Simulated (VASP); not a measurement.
The system is Se.

```
CELL_PARAMETERS angstrom
2.81056 0.00000 0.00000
0.00000 2.81056 0.00000
0.00000 0.00000 2.81056
ATOMIC_POSITIONS crystal
Se 0.00000 0.00000 0.00000
```

| Quantity | Value |
| --- | --- |
| Program | VASP 6.6.1 |
| Task | relaxation of cell and atoms |
| Functional | PBEsol |
| Potentials or basis | VASP PAW PBE potentials, release 64 (Se) |
| Cutoff | 600 eV |
| k mesh | 9 × 9 × 9 |
| Occupations | fermi-dirac, width 0.05 eV |
| Spin | no spin polarisation |

At the start: pressure -1.5 GPa; volume 22.20 Å³/atom.

Q: Where does the relaxation end?

A: Over 3 steps the energy falls by 2.1 meV/atom and the volume is 21.76 Å³/atom (-2.0 %); space group Pm-3m (No. 221, to 0.05 Å).

The path:
```tsv
step	energy change (eV)	largest force (eV/Å)	pressure (GPa)	volume (Å³)
1	0.0000	0.0000	-1.52	22.20
2	-0.0016	0.0000	0.86	21.53
3	-0.0021	0.0000	0.00	21.76
```

Final structure:
```yaml
crystal:
  lattice:
    - [2.79171, 0.00000, 0.00000]
    - [0.00000, 2.79171, 0.00000]
    - [0.00000, 0.00000, 2.79171]
  atoms:
    - { symbol: Se, position: [0.00000, 0.00000, 0.00000] }
```

Caveat: the PAW data sets were made with another functional, which shifts forces and pressure a little.
